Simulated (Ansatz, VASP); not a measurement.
## YPb3: VASP beside Ansatz

```
CELL_PARAMETERS angstrom
4.72454 0.00000 0.00000
0.00000 4.72454 0.00000
0.00000 0.00000 4.72454
ATOMIC_POSITIONS crystal
Y 0.00000 0.00000 0.00000
Pb 0.00000 0.50000 0.50000
Pb 0.50000 0.00000 0.50000
Pb 0.50000 0.50000 0.00000
```

Change from the starting cell: volume scaled by 0.94, crystal datasets.

Alike in both runs: task electric field gradients; functional PBEsol; k mesh 8 × 8 × 8; occupations fermi-dirac, width 0.08 eV; no spin polarisation.

```csv
,VASP,Ansatz
version,VASP 6.6.1,Ansatz 0.2.0
potentials or method,"VASP PAW PBE potentials, release 64 (Y_sv, Pb_d), cutoff 520 eV","all-electron PAW with datasets made for the crystal, scalar-relativistic"
```

```csv
,VASP,Ansatz,Ansatz less VASP
pressure (GPa),3.3,3.3,+0.08
size of Vzz on the site where it differs most (V/Å²),321.0,326.0,+5.02
```

VASP's potentials were made for PBE, not for PBEsol. Ansatz ran all-electron here, and VASP with PAW potentials.

Neither program's run includes spin-orbit coupling.
